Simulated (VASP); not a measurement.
Runs of VASP 6.6.1 on TiCo2. The structure is that of space group Fd-3m (No. 227), or close to it. The cells are those of the table. 

```tsv
task	spin	cell	k mesh	cutoff (eV)	smearing	gap on the mesh (eV)	pressure (GPa)
single point	off	a = 4.647 Å, angles 60.0°, 6 atoms	10 × 10 × 10	520	gaussian 0.1 eV	none	-2.7
single point	off	a = 4.640 Å, angles 60.0°, 6 atoms	10 × 10 × 10	520	fermi-dirac 0.15 eV	none	-0.6
relaxation of cell and atoms	off	relaxed to 20 GPa from a = 4.519 Å, angles 60.0°, 6 atoms	10 × 10 × 10	600	gaussian 0.1 eV	none	20.0
single point	off	a = 4.573 Å, angles 60.0°, 6 atoms	10 × 10 × 10	520	gaussian 0.1 eV	none	(a)
relaxation of cell and atoms	off	relaxed to 2 GPa from a = 4.604 Å, angles 60.0°, 6 atoms	10 × 10 × 10	600	gaussian 0.1 eV	none	2.0
relaxation of cell and atoms	off	relaxed to 5 GPa from a = 4.601 Å, angles 60.0°, 6 atoms	10 × 10 × 10	600	gaussian 0.1 eV	none	5.0
single point	collinear, ferrimagnetic start	a = 4.633 Å, angles 60.0°, 6 atoms	6 × 6 × 6	520	gaussian 0.1 eV	none	-0.6
relaxation of cell and atoms	off	relaxed to 40 GPa from a = 4.432 Å, angles 60.0°, 6 atoms	10 × 10 × 10	600	gaussian 0.1 eV	none	40.0
```

Alike in all rows: level PBEsol; potentials or basis VASP PAW PBE potentials, release 64 (Ti_sv, Co).

Question: Fill in the values left out.

Answer: (a) 9.1.

Caveats: the PAW data sets were made with another functional, which shifts forces and pressure a little; the cell is relaxed towards a set pressure, so the enthalpy falls and the energy may rise (some runs).

A gap of «none» marks levels without a gap at the run's occupations.
